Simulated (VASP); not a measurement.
Si: single point with PBE

Si:

```
CELL_PARAMETERS angstrom
-3.37505 3.37505 1.94742
3.37505 -3.37505 1.94742
3.37505 3.37505 -1.94742
ATOMIC_POSITIONS crystal
Si 0.17861 0.17861 0.35722
Si 0.82139 0.82139 0.64278
Si 0.17861 0.82139 0.00000
Si 0.82139 0.17861 0.00000
```

* Program: VASP 6.6.1
* Task: single point
* Functional: PBE
* Potentials or basis: VASP PAW PBE potentials, release 64 (Si)
* Cutoff: 520 eV
* k mesh: 12 × 12 × 12
* Occupations: gaussian, width 0.05 eV
* Spin: no spin polarisation
* Dipole correction: no
* Further INCAR settings: ALGO = Normal; EDIFF = 1e-07; NBANDS = 16

| Quantity | Value |
| --- | --- |
| Pressure | -2.1 GPa |
| Largest force | 0.035 eV/Å |
| Band gap on the k mesh | 0.26 eV (least direct gap 0.47 eV) |

Forces in eV/Å, atoms in the order of the input:
```
Si  -0.025 -0.025  0.000
Si   0.025  0.025  0.000
Si   0.025 -0.025  0.000
Si  -0.025  0.025  0.000
```

Stress tensor (GPa, compression positive):
```
-2.06  0.00  0.00
 0.00 -2.06  0.00
 0.00  0.00 -2.16
```

Levels at points of the mesh, in eV from the valence-band top:
| k point | band 5 | band 6 | band 7 | band 8 | band 9 | band 10 | band 11 | band 12 |
| --- | --- | --- | --- | --- | --- | --- | --- | --- |
| (0.00, 0.00, 0.00) | -3.58 | -1.41 | -1.41 | -0.52 | 1.49 | 1.51 | 1.51 | 2.34 |
| (0.50, 0.00, 0.00) | -4.15 | -3.32 | -2.25 | -1.37 | 0.94 | 2.33 | 3.07 | 3.51 |
| (0.50, 0.50, 0.00) | -2.69 | -1.89 | -1.77 | -1.53 | 1.62 | 1.96 | 1.97 | 3.89 |
| (0.50, 0.50, 0.50) | -2.79 | -0.20 | 0.00 | 0.00 | 0.47 | 2.73 | 3.42 | 4.00 |

Run time: 3.2 min on 1 thread of AMD EPYC 7R13 Processor (Zen 3), on a shared host, peak memory 0.31 GiB.

A k mesh can miss the band edges.
